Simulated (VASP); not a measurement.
# ZnS (P6_3mc) in VASP: notebook, part 2 of 2

VASP 6.6.1.

**3. Single point, PBEsol (volume scaled by 1.02)**

File INCAR:

```
SYSTEM = ZnS
  PREC = Accurate
  ENCUT = 520
  EDIFF = 1E-6
  ISMEAR = -1
  SIGMA = 0.03
  LREAL = .False.
  LASPH = .True.
  NELM = 80
  ALGO = Normal
  ISIF = 2
  LWAVE = .False.
  LCHARG = .False.
  GGA = PS
  NBANDS = 26
```

File KPOINTS:

```
Automatic mesh
0
Gamma
  8 8 5
  0 0 0
```

File POSCAR:

```
ZnS
1.0
    3.8362379197      0.0000000000      0.0000000000
   -1.9181189598      3.3222794933      0.0000000000
    0.0000000000      0.0000000000      6.2752859714
Zn S
2 2
Direct
    0.3333333333      0.6666666667      0.0000000000
    0.6666666667      0.3333333333      0.5000000000
    0.3333333333      0.6666666667      0.3850000000
    0.6666666667      0.3333333333      0.8850000000
```

Potentials or basis: VASP PAW PBE potentials, release 64 (Zn, S).

Command:

```bash
$ cat potpaw_PBE.64/Zn/POTCAR potpaw_PBE.64/S/POTCAR > POTCAR
$ mpirun -np 1 vasp_std > vasp.out
```

OUTCAR:

```text
SYSTEM = ZnS
   PREC = Accurate
   ENCUT = 520
   EDIFF = 1E-6
   ISMEAR = -1
   LREAL = .False.
   LASPH = .True.
   NELM = 80
   ISIF = 2
   GGA = PS

 ion  position               nearest neighbor table
   1  0.333  0.667  0.000-   4 2.33   4 2.33   4 2.33   3 2.42
   2  0.667  0.333  0.500-   3 2.33   3 2.33   3 2.33   4 2.42
   3  0.333  0.667  0.385-   2 2.33   2 2.33   2 2.33   1 2.42
   4  0.667  0.333  0.885-   1 2.33   1 2.33   1 2.33   2 2.42

  LATTYP: Found a hexagonal cell.
 ALAT       =     3.8362379197
 C/A-ratio  =     1.6357916539

  Lattice vectors:

 A1 = (   3.8362379197,   0.0000000000,   0.0000000000)
 A2 = (  -1.9181189598,   3.3222794933,   0.0000000000)
 A3 = (   0.0000000000,   0.0000000000,   6.2752859714)

Analysis of symmetry for initial positions (statically):
=====================================================================
 Subroutine PRICEL returns:
 Original cell was already a primitive cell.

 Routine SETGRP: Setting up the symmetry group for a
 hexagonal supercell.

 Subroutine GETGRP returns: Found 12 space group operations
 (whereof  6 operations were pure point group operations)
 out of a pool of 24 trial point group operations.

The static configuration has the point symmetry C_3v.
 The point group associated with its full space group is C_6v.

Analysis of symmetry for dynamics (positions and initial velocities):
=====================================================================
 Subroutine PRICEL returns:
 Original cell was already a primitive cell.

 Routine SETGRP: Setting up the symmetry group for a
 hexagonal supercell.

 Subroutine GETGRP returns: Found 12 space group operations
 (whereof  6 operations were pure point group operations)
 out of a pool of 24 trial point group operations.

The dynamic configuration has the point symmetry C_3v.
[... 114 lines left out ...]
   PSTRESS=    0.0 pullay stress
   NELECT =      36.0000    total number of electrons
   NUPDOWN=      -1.0000    fix difference up-down
   EMIN   =  10.00;   EMAX   =-10.00  energy-range for DOS
   EFERMI =   0.00;   METHOD = LEGACY
   ISMEAR =    -1;   SIGMA  =   0.03  broadening in eV -4-tet -1-fermi 0-gaus
   EFERMI_NEDOS =   21; number of points for ismear=-14 and -15
   IALGO  =     38    algorithm
   IMIX   =      4    mixing-type and parameters
     AMIX     =   0.40;   BMIX     =  1.00
     AMIX_MAG =   1.60;   BMIX_MAG =  1.00
  volume/ion in A,a.u.               =      19.99       134.93
  Fermi-wavevector in a.u.,A,eV,Ry     =   1.254635  2.370916 21.417039  1.574108
  Thomas-Fermi vector in A             =   2.388430
   LORBIT       =      0    0 simple, 1 ext, 2 COOP (PROOUT), +10 PAW based schemes
   GGA     = PS    functional components
   LHFCALC =     F    Hartree Fock is set to
   AEXX    =    0.0000 exact exchange contribution
   IVDW    =     0    specifies the selected vdW correction
   LEPSILON=     F    determine dielectric tensor
   LRPA    =     F    only Hartree local field effects (RPA)
 non-spin polarized calculation
  energy-cutoff  :      520.00
  volume of cell :       79.98
 maximum number of plane-waves:      2180
 NGX is ok and might be reduce to    30
   NGX = 15   NGY = 15   NGZ = 23

 number of electron      36.0000015 magnetization

 Free energy of the ion-electron system (eV)
  ---------------------------------------------------
  ext. energy  EPLUGINS =         0.00000000
  ---------------------------------------------------
  free energy    TOTEN  =       -15.12433230 eV

  energy without entropy =      -15.12433230  energy(sigma->0) =      -15.12433230

 E-fermi :   2.5021     XC(G=0):  -9.7767

 val. band max:        1.8903750560   @ k =   0.0000   0.0000   0.0000
 cond. band min:       3.9135246271   @ k =   0.0000   0.0000   0.0000
 fundamental gap:      2.0231495712
 Fermi energy:         2.5020848514

 k-point     1 :       0.0000    0.0000    0.0000
  band No.  band energies     occupation
      1     -11.1845      2.00000
      2     -10.2797      2.00000
      3      -4.4372      2.00000
      4      -4.4372      2.00000
      5      -4.3757      2.00000
      6      -4.3757      2.00000
[... 685 lines left out ...]
     25      10.7293      0.00000
     26      11.1778      0.00000

 [... further k-points ...]
[... 5 lines left out ...]
  --------------------------------------------------------------------------------------
  -------------------------------------------------------------------------------------
  Total       -0.9839344     -0.9839344     -1.7649746     -0.0000000      0.0000000      0.0000000
  in kB      -19.7106751    -19.7106751    -35.3568700     -0.0000000      0.0000000      0.0000000
  external PRESSURE =     -24.9260734 kB  Pullay stress =       0.0000000 kB

 VOLUME and BASIS-vectors are now :
 -----------------------------------------------------------------------------
  energy-cutoff  :      520.00
  volume of cell :       79.98
      direct lattice vectors                 reciprocal lattice vectors
     3.836237920  0.000000000  0.000000000     0.260672049  0.150499078  0.000000000
    -1.918118960  3.322279493  0.000000000     0.000000000  0.300998156  0.000000000
     0.000000000  0.000000000  6.275285971     0.000000000  0.000000000  0.159355287

 POSITION                                       TOTAL-FORCE (eV/Angst)
 -----------------------------------------------------------------------------------
     -0.00000      2.21485      0.00000        -0.000000     -0.000000      0.285612
      1.91812      1.10743      3.13764         0.000000     -0.000000      0.285612
     -0.00000      2.21485      2.41599         0.000000     -0.000000     -0.285612
      1.91812      1.10743      5.55363        -0.000000      0.000000     -0.285612
 -----------------------------------------------------------------------------------
    total drift:                               -0.000000     -0.000000     -0.000088

  FREE ENERGIE OF THE ION-ELECTRON SYSTEM (eV)
  ---------------------------------------------------
  free  energy   TOTEN  =       -15.1243322968 eV

  energy  without entropy=      -15.1243322968  energy(sigma->0) =      -15.12433230
```

OSZICAR:

```text
N       E                     dE             d eps       ncg     rms          rms(c)
DAV:   1     0.242483267123E+03    0.24248E+03   -0.16942E+04  1560   0.164E+03
DAV:   2     0.873304362789E+01   -0.23375E+03   -0.22306E+03  1576   0.350E+02
DAV:   3    -0.153491263462E+02   -0.24082E+02   -0.23843E+02  1896   0.112E+02
DAV:   4    -0.159262168769E+02   -0.57709E+00   -0.57571E+00  1812   0.173E+01
DAV:   5    -0.159348881862E+02   -0.86713E-02   -0.86694E-02  1882   0.212E+00    0.924E+00
DAV:   6    -0.151355999458E+02    0.79929E+00   -0.17633E+00  2148   0.396E+01    0.714E+00
DAV:   7    -0.151330526701E+02    0.25473E-02   -0.11289E+00  1678   0.652E+00    0.318E+00
DAV:   8    -0.151243613851E+02    0.86913E-02   -0.29816E-02  2026   0.183E+00    0.814E-01
DAV:   9    -0.151240987416E+02    0.26264E-03   -0.85946E-03  2112   0.148E+00    0.208E-01
DAV:  10    -0.151242053656E+02   -0.10662E-03   -0.56379E-04  1896   0.293E-01    0.108E-01
DAV:  11    -0.151243331861E+02   -0.12782E-03   -0.20206E-04  1626   0.977E-02    0.528E-02
DAV:  12    -0.151243300802E+02    0.31059E-05   -0.12405E-05  1924   0.746E-02    0.866E-03
DAV:  13    -0.151243324985E+02   -0.24183E-05   -0.51051E-06  1644   0.120E-02    0.324E-03
DAV:  14    -0.151243322968E+02    0.20170E-06   -0.27027E-07  1058   0.617E-03
   1 F= -.15124332E+02 E0= -.15124332E+02  d E =-.138408E-10
```

stdout:

```text
POSCAR found type information on POSCAR ZnS
 POSCAR found :  2 types and       4 ions
 scaLAPACK will be used
 -----------------------------------------------------------------------------
|                                                                             |
|                                                                             |
|     You enforced a specific xc type in the INCAR file but a different       |
|     I HOPE YOU KNOW WHAT YOU ARE DOING!                                     |
|                                                                             |
 -----------------------------------------------------------------------------

 LDA part: xc-table for (Slater+PW92), standard interpolation
 POSCAR, INCAR and KPOINTS ok, starting setup
 FFT: planning ... GRIDC
 FFT: planning ... GRID_SOFT
 FFT: planning ... GRID
 WAVECAR not read
 entering main loop
```

Wall time 51 s (1 thread of Intel Xeon Platinum 8259CL at 2.50GHz (Skylake/Cascade Lake), shared host); peak memory 0.22 GiB.

Results:

- Free energy: -15.1243 eV
- Pressure: -2.5 GPa
- Largest force: 0.286 eV/Å
- Band gap on the k mesh: 2.02 eV, direct

Forces on the atoms (eV/Å):
```
Zn   0.000  0.000  0.286
Zn   0.000  0.000  0.286
S    0.000  0.000 -0.286
S    0.000  0.000 -0.286
```

Stress tensor (GPa, compression positive):
```
-1.97  0.00  0.00
 0.00 -1.97  0.00
 0.00  0.00 -3.54
```

Levels at points of the mesh, in eV from the valence-band top:
| k point | band 15 | band 16 | band 17 | band 18 | band 19 | band 20 | band 21 | band 22 |
| --- | --- | --- | --- | --- | --- | --- | --- | --- |
| (0.00, 0.00, 0.00) | -0.85 | -0.02 | -0.02 | 0.00 | 2.02 | 2.84 | 6.22 | 6.22 |
| (0.50, 0.00, 0.00) | -3.12 | -2.22 | -1.54 | -0.97 | 3.50 | 4.12 | 5.06 | 7.05 |

Caveat: the PAW data sets were made with another functional, which shifts forces and pressure a little.

**4. Single point, PBEsol (volume scaled by 1.06)**

File INCAR:

```
PREC = Accurate
ENCUT = 520
EDIFF = 1E-6
ISMEAR = -1
SIGMA = 0.03
LREAL = F
LASPH = T
NELM = 80
ALGO = Normal
ISIF = 2
LWAVE = F
LCHARG = T
GGA = PS
LELF = T
LVHAR = T
NBANDS = 26
```

File KPOINTS:

```
Automatic mesh
0
Gamma
  8 8 5
```

File POSCAR:

```
ZnS
1.0
    3.8857432240      0.0000000000      0.0000000000
   -1.9428716120      3.3651523445      0.0000000000
    0.0000000000      0.0000000000      6.3562663350
Zn S
2 2
Direct
    0.3333333333      0.6666666667      0.0000000000
    0.6666666667      0.3333333333      0.5000000000
    0.3333333333      0.6666666667      0.3850000000
    0.6666666667      0.3333333333      0.8850000000
```

Command:

```bash
$ cat potpaw_PBE.64/Zn/POTCAR potpaw_PBE.64/S/POTCAR > POTCAR
$ mpirun -np 1 vasp_std > vasp.out
```

Wall time 52 s (1 thread of Intel Xeon Platinum 8259CL at 2.50GHz (Skylake/Cascade Lake), shared host); peak memory 0.22 GiB.

The run converged. Its results:

* Free energy: -15.0524 eV
* Pressure: -4.9 GPa
* Largest force: 0.244 eV/Å
* Band gap on the k mesh: 1.85 eV, direct

Forces on the atoms (eV/Å):
```
Zn   0.000  0.000  0.244
Zn   0.000  0.000  0.244
S    0.000  0.000 -0.244
S    0.000  0.000 -0.244
```

Stress tensor (GPa, compression positive):
```
-4.49  0.00  0.00
 0.00 -4.49  0.00
 0.00  0.00 -5.57
```

Levels at points of the mesh, in eV from the valence-band top:
| k point | band 14 | band 15 | band 16 | band 17 | band 18 | band 19 | band 20 | band 21 | band 22 | band 23 |
| --- | --- | --- | --- | --- | --- | --- | --- | --- | --- | --- |
| (0.00, 0.00, 0.00) | -0.81 | -0.81 | -0.03 | -0.03 | 0.00 | 1.85 | 2.76 | 6.23 | 6.23 | 6.53 |
| (0.50, 0.00, 0.00) | -4.04 | -2.95 | -2.09 | -1.45 | -0.92 | 3.52 | 4.00 | 5.08 | 7.06 | 7.08 |

Caveat: the PAW data sets were made with another functional, which shifts forces and pressure a little.

**5. The runs side by side**

```csv
cell,gap on the mesh (eV),pressure (GPa),largest force (eV/Å)
"a = 3.798, b = 3.798, c = 6.213 Å, angles 90.0, 90.0, 120.0°, 4 atoms",2.16,-0.3,0.32
"a = 3.836, b = 3.836, c = 6.275 Å, angles 90.0, 90.0, 120.0°, 4 atoms",2.02,-2.5,0.29
"a = 3.886, b = 3.886, c = 6.356 Å, angles 90.0, 90.0, 120.0°, 4 atoms",1.85,-4.9,0.24
```

Alike in all rows: task single point; level PBEsol; potentials or basis VASP PAW PBE potentials, release 64 (Zn, S); no spin polarisation; k mesh 8 × 8 × 5; cutoff (eV) 520; smearing fermi-dirac 0.03 eV.

Caveats: the PAW data sets were made with another functional, which shifts forces and pressure a little.

Total energies depend on the potentials used, so only differences within one code and one set of settings carry meaning.
